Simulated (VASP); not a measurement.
**Cd3Te5: single point with PBE**

Cd3Te5:

```
Cd Te
1.0
     6.19642    0.00061    0.00043
     0.00061    6.19672    0.00007
     0.00044    0.00006    6.19630
Cd Te
3 5
Direct
  0.49974 0.00005 0.00015
  0.00022 0.49950 0.00017
  0.99984 0.00000 0.49888
  0.00009 0.50017 0.50020
  0.49989 0.00014 0.50023
  0.50020 0.50011 0.00026
  0.99996 0.99989 0.99988
  0.50006 0.50015 0.50023
```

```json
{
  "Program": "VASP 6.6.1",
  "Task": "single point",
  "Functional": "PBE",
  "Potentials or basis": "VASP PAW PBE potentials, release 64 (Cd, Te)",
  "Cutoff": "520 eV",
  "k mesh": "4 × 4 × 4",
  "Occupations": "gaussian, width 0.2 eV",
  "Spin": "no spin polarisation"
}
```

```
Pressure               : 0.1 GPa
Largest force          : 0.004 eV/Å
Band gap on the k mesh : zero (band 33 reaches 5.45 eV, above the bottom of band 34 at 3.75 eV)
```

Forces on the atoms (eV/Å):
```
Cd   0.001  0.000  0.000
Cd   0.000  0.001 -0.001
Cd   0.000  0.001  0.004
Te  -0.001 -0.002  0.000
Te   0.002  0.001  0.000
Te  -0.001 -0.001  0.000
Te  -0.001  0.000 -0.003
Te   0.001 -0.001  0.000
```

Levels at points of the mesh, in eV from the Fermi level:
```csv
k point,band 30,band 31,band 32,band 33,band 34,band 35,band 36,band 37
"(0.00, 0.00, 0.00)",-1.74,-1.74,-1.17,-1.16,-1.16,-0.65,2.82,2.82
"(0.50, 0.00, 0.00)",-1.83,-1.75,-1.74,-1.73,1.43,1.60,1.66,2.86
"(0.00, 0.50, 0.00)",-1.83,-1.75,-1.74,-1.73,1.43,1.60,1.66,2.86
"(0.50, 0.50, 0.00)",-1.89,-1.43,-0.85,-0.39,-0.39,2.01,2.61,2.61
"(0.00, 0.00, 0.50)",-1.83,-1.75,-1.74,-1.73,1.43,1.60,1.66,2.86
"(0.50, 0.00, 0.50)",-1.89,-1.43,-0.85,-0.39,-0.39,2.01,2.61,2.61
"(0.00, 0.50, 0.50)",-1.89,-1.43,-0.85,-0.39,-0.39,2.01,2.61,2.61
"(0.50, 0.50, 0.50)",-0.72,-0.72,-0.72,-0.57,-0.57,-0.57,2.24,2.47
```

Wall time 3.1 min on 1 thread of Intel(R) Xeon(R) 6975P-C (Granite Rapids), on a shared host, peak memory 0.5 GiB.

Caveat: spin-orbit coupling is left out, which moves the levels of the heavy elements.
